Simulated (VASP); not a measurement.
Wanted: the native input for a VASP 6.6.1 run.

* Task: single point
* Functional: PBE
* Potentials or basis: VASP PAW PBE potentials, release 64 (Ge_d, Os)
* Cutoff: 520 eV
* k mesh: 4 × 4 × 4
* Occupations: gaussian, width 0.1 eV
* Spin: no spin polarisation
* Dipole correction: no
* Further INCAR settings: ALGO = Normal; EDIFF = 1e-06; NBANDS = 60

The structure of Ge3Os lies in POSCAR:

```
Ge3Os
1.0
    5.1916833100      0.0000000000      0.0000000000
    0.0000000000      5.1916833100      0.0000000000
    0.0000000000      0.0000000000      5.1916833100
Ge Os
6 2
Direct
    0.2500000000      0.0000000000      0.5000000000
    0.5000000000      0.7500000000      0.0000000000
    0.7500000000      0.0000000000      0.5000000000
    0.5000000000      0.2500000000      0.0000000000
    0.0000000000      0.5000000000      0.7500000000
    0.0000000000      0.5000000000      0.2500000000
    0.0000000000      0.0000000000      0.0000000000
    0.5000000000      0.5000000000      0.5000000000
```

The cell was built from a structure type or drawn by symmetry, and may not be a known phase.

One way to write it, as run:

INCAR

```
  PREC = Accurate
  ENCUT = 520
  EDIFF = 1E-6
  ISMEAR = 0
  SIGMA = 0.1
  LREAL = F
  LASPH = T
  NELM = 80
  ALGO = Normal
  ISIF = 2
  LWAVE = F
  LCHARG = F
  GGA = PE
  NBANDS = 60
```

KPOINTS

```
Automatic mesh
0
Gamma
  4 4 4
```

Potentials or basis: VASP PAW PBE potentials, release 64 (Ge_d, Os).

The run is started by

```sh
$ cat potpaw_PBE.64/Ge_d/POTCAR potpaw_PBE.64/Os/POTCAR > POTCAR
$ mpirun -np 1 vasp_std > vasp.out
```

It gave:

| Item | Value |
| --- | --- |
| Pressure | -7.2 GPa |
| Band gap on the k mesh | zero (bands 50 and 51 overlap by 1.46 eV) |

Caveat: the cell stands under tension; spin-orbit coupling is left out, which moves the levels of the heavy elements.

Run time: 2.3 min on 1 thread of AMD EPYC 7R43 64-Core Processor (Zen 3), on a shared host, peak memory 0.23 GiB.
